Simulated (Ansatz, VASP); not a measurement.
Rb: VASP beside Ansatz

```xyz
3
Lattice="8.2559 0.0000 0.0000 -4.1280 7.1499 0.0000 0.0000 0.0000 4.9407" Properties=species:S:1:pos:R:3 pbc="T T T"
Rb    4.1280    7.1499    0.0000
Rb    0.0000    4.7666    2.4704
Rb    4.1280    2.3833    2.4704
```

Alike in both runs: task single point; functional RPBE; k mesh 5 × 5 × 7; occupations fermi-dirac, width 0.1 eV; no spin polarisation.

|  | VASP | Ansatz |
| --- | --- | --- |
| version | VASP 6.6.1 | Ansatz 0.2.0 |
| potentials or method | VASP PAW PBE potentials, release 64 (Rb_sv), cutoff 520 eV | plane waves (420 eV) with PAW, scalar-relativistic |
| valence electrons in the cell | 27 | 27 |

```tsv
	VASP	Ansatz	Ansatz less VASP
pressure (GPa)	0.1	0.1	0.00
```

VASP's potentials were made for PBE, not for RPBE. The functional is the same, so the differences come from potentials, cutoffs and numerics.
